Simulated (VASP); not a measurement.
Here is a VASP 6.6.1 calculation.

The input POSCAR:

```
GaAs
1.0
    3.7321680210      0.0000000000      0.0000000000
   -1.8660840105      3.2321523174      0.0000000000
    0.0000000000      0.0000000000      6.3327909813
Ga As
2 2
Direct
    0.0000000000      0.0000000000      0.0000000000
    0.0000000000      0.0000000000      0.5000000000
    0.3333333333      0.6666666667      0.2500000000
    0.6666666667      0.3333333333      0.7500000000
```

INCAR.step1

```
ALGO     = Normal         # electronic algorithm
EDIFF    = 1E-5           # SCF threshold, eV
ENCUT    = 520            # plane-wave cutoff, eV
GGA      = PE             # functional
ISIF     = 2              # what is computed and relaxed
ISMEAR   = -1             # smearing method
LASPH    = True           # aspherical terms in the spheres
LCHARG   = False          # write CHGCAR
LREAL    = False          # projectors in reciprocal space
LWAVE    = True           # write WAVECAR
NBANDS   = 26             # bands
NELM     = 80             # most SCF steps
PREC     = Accurate       # precision mode
SIGMA    = 0.02           # smearing width, eV
```

Contents of INCAR.step2:

```
AEXX     = 0.05           # exact-exchange fraction
ALGO     = Normal         # electronic algorithm
EDIFF    = 1E-6           # SCF threshold, eV
ENCUT    = 520            # plane-wave cutoff, eV
GGA      = PE             # functional
ISIF     = 2              # what is computed and relaxed
ISMEAR   = -1             # smearing method
ISTART   = 1            
LASPH    = True           # aspherical terms in the spheres
LCHARG   = False          # write CHGCAR
LHFCALC  = True           # exact exchange
LREAL    = False          # projectors in reciprocal space
LWAVE    = False          # write WAVECAR
NBANDS   = 26             # bands
NELM     = 80             # most SCF steps
PREC     = Accurate       # precision mode
PRECFOCK = Normal       
SIGMA    = 0.02           # smearing width, eV
```

File KPOINTS:

```
k-points
0
Gamma
  6 6 2
```

Potentials or basis: VASP PAW PBE potentials, release 64 (Ga_d, As).

Command:

```console
$ cat potpaw_PBE.64/Ga_d/POTCAR potpaw_PBE.64/As/POTCAR > POTCAR
$ cp INCAR.step1 INCAR
$ mpirun -np 1 vasp_std > vasp.out
$ cp INCAR.step2 INCAR
$ mpirun -np 1 vasp_std > vasp.out
```

(1) Predict the pressure.

(2) Predict the band gap on the k mesh.

Results:

(1) 2.2 GPa.

(2) zero (bands 18 and 19 overlap by 3.89 eV).

Caveat: the k points lie up to 0.50 Å⁻¹ apart, too coarse for converged energies and pressures of a metal; the PAW data sets were made with another functional, which shifts forces and pressure a little.
